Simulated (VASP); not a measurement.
Pd, 2 atoms in the cell. The structure is hexagonal, space group P6_3/mmc (No. 194). Conventional cell: a = 2.713 Å, b = 2.713 Å, c = 4.517 Å, α = 90.00°, β = 90.00°, γ = 120.00°. Pd (site symmetry -6m2) has 12 Pd at 2.71 to 2.75 Å within 3.6 Å. 

- Program: VASP 6.6.1
- Task: single point
- Functional: LDA
- Potentials or basis: VASP PAW LDA potentials, release 64 (Pd)
- Cutoff: 500 eV
- k mesh: 7 × 7 × 4
- Occupations: fermi-dirac, width 0.1 eV
- Spin: no spin polarisation
- Dipole correction: no
- Further INCAR settings: ALGO = Normal; EDIFF = 1e-06; NBANDS = 17

Potentials or basis: VASP PAW LDA potentials, release 64 (Pd).

Launch:

```bash
$ cat potpaw_LDA.64/Pd/POTCAR > POTCAR
$ mpirun -np 1 vasp_std > vasp.out
```

Hardware: 1 thread of Intel(R) Xeon(R) Platinum 8488C (Sapphire Rapids), on a shared host.

Problem. Estimate the wall time of this run.

Solution. It took 7.7 s on 1 thread of Intel(R) Xeon(R) Platinum 8488C (Sapphire Rapids) (shared host), peak memory 0.13 GiB. Counts: scf iterations 11, k points 24.
